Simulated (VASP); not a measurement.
Runs of VASP 6.6.1 on TiPt3. The structure is that of space group Pm-3m (No. 221), or close to it. The cells are those of the table. 

```tsv
task	cell	k mesh	gap on the mesh (eV)	pressure (GPa)	relaxed volume (Å³/atom)
single point	a = 3.948 Å, 4 atoms	4 × 4 × 4	none	(b)	-
single point	a = 3.925 Å, 4 atoms	4 × 4 × 4	none	(a)	-
single point	a = 3.948 Å, 4 atoms	12 × 12 × 12	none	-0.3	-
relaxation of cell and atoms	relaxed from a = 3.925 Å, 4 atoms	4 × 4 × 4	none	0.0	15.34
relaxation of cell and atoms	relaxed from a = 3.948 Å, 4 atoms	12 × 12 × 12	none	0.0	15.36
```

Alike in all rows: level PBE; potentials or basis VASP PAW PBE potentials, release 64 (Ti_sv, Pt); no spin polarisation; cutoff (eV) 500; smearing gaussian 0.1 eV.

Question: Fill in the values left out.

Answer: (a) 3.8; (b) -0.6.

Caveats: some runs use coarse meshes; spin-orbit coupling is left out, which moves the levels of the heavy elements.

A k mesh can miss the band edges, and the runs leave out spin-orbit coupling on Pt.

A gap of «none» marks levels without a gap at the run's occupations.
